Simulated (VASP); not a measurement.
Runs of VASP 6.6.1 on Rh. The structure is that of space group Fm-3m (No. 225), or close to it. The cells are those of the table. 

```tsv
cell	gap on the mesh (eV)	pressure (GPa)
a = 2.623, b = 2.623, c = 2.555 Å, angles 60.9, 60.9, 58.3°, 1 atom	none	44.4
a = 2.622 Å, angles 60.0°, 1 atom	none	(a)
a = 2.656, b = 2.656, c = 2.622 Å, angles 60.4, 60.4, 59.2°, 1 atom	none	22.4
a = 2.589, b = 2.589, c = 2.555 Å, angles 60.4, 60.4, 59.1°, 1 atom	none	56.5
a = 2.589, b = 2.589, c = 2.622 Å, angles 59.6, 59.6, 60.9°, 1 atom	none	(c)
a = 2.690, b = 2.690, c = 2.622 Å, angles 60.8, 60.8, 58.3°, 1 atom	none	14.2
a = 2.756 Å, angles 60.0°, 1 atom	none	(b)
a = 2.824 Å, angles 60.0°, 1 atom	none	-23.1
```

Alike in all rows: task single point; level PBE; potentials or basis VASP PAW PBE potentials, release 64 (Rh_pv); no spin polarisation; k mesh 22 × 22 × 22; cutoff (eV) 520; smearing gaussian 0.15 eV.

Task: Fill in the values left out.

Result: (a) 32.2; (b) -11.7; (c) 43.6.

Caveats: the cell stands under pressure (at least some runs); the cell stands under tension (at least some runs).

A k mesh can miss the band edges, and the runs leave out spin-orbit coupling on Rh.

A gap of «none» marks levels without a gap at the run's occupations.
